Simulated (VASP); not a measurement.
A run of VASP 6.6.1 is set up as follows.

The input INCAR:

```
SYSTEM = Ge
PREC     = Accurate       ! precision mode
ENCUT    = 600            ! plane-wave cutoff, eV
EDIFF    = 1E-6           ! SCF threshold, eV
ISMEAR   = 0              ! smearing method
SIGMA    = 0.2            ! smearing width, eV
LREAL    = .FALSE.        ! projectors in reciprocal space
LASPH    = .TRUE.         ! aspherical terms in the spheres
NELM     = 80             ! most SCF steps
ALGO     = Normal         ! electronic algorithm
ISIF     = 3              ! what is computed and relaxed
LWAVE    = .FALSE.        ! write WAVECAR
LCHARG   = .FALSE.        ! write CHGCAR
GGA      = PE             ! functional
IBRION   = 2              ! ionic algorithm
NSW      = 80             ! ionic steps
EDIFFG   = -0.025         ! ionic threshold
```

File KPOINTS:

```
Automatic mesh
0
G
  6 6 4
  0 0 0
```

The input POSCAR:

```
Ge
1.0
    2.7145813738     -2.6732700710      0.0086477381
    2.6962537888      2.6549449831     -0.0577663260
   -0.0490401202     -0.0662989319      5.2335644985
Ge
4
Direct
    0.7459062598      0.2449481612      0.0049083425
    0.7397453119      0.2445062959      0.5144427225
    0.2459162966      0.7516362282      0.0019403525
    0.2684321317      0.7589093147      0.4787085825
```

Potentials or basis: VASP PAW PBE potentials, release 64 (Ge_d).

Command:

```console
$ cat potpaw_PBE.64/Ge_d/POTCAR > POTCAR
$ mpirun -np 1 vasp_std > vasp.out
```

Question: What does it give for the relaxed cell?

Answer: a = 3.806 Å, b = 3.915 Å, c = 5.409 Å, α = 94.66°, β = 86.96°, γ = 90.12°.

Question: Predict the relaxed volume.

Answer: 20.06 Å³/atom.

Question: Estimate the space group after relaxing (to 0.1 Å).

Answer: C2/m (No. 12).

Question: Predict the band gap on the k mesh.

Answer: Zero (bands 28 and 29 overlap by 3.45 eV).

Final structure:
```yaml
crystal:
  lattice:
    - [2.68943, -2.69140, 0.10208]
    - [2.76408, 2.76804, -0.15800]
    - [-0.05615, -0.25665, 5.40311]
  atoms:
    - { symbol: Ge, position: [0.74544, 0.24847, 0.00268] }
    - { symbol: Ge, position: [0.75413, 0.25146, 0.50274] }
    - { symbol: Ge, position: [0.24662, 0.74865, 0.99736] }
    - { symbol: Ge, position: [0.25381, 0.75142, 0.49722] }
```
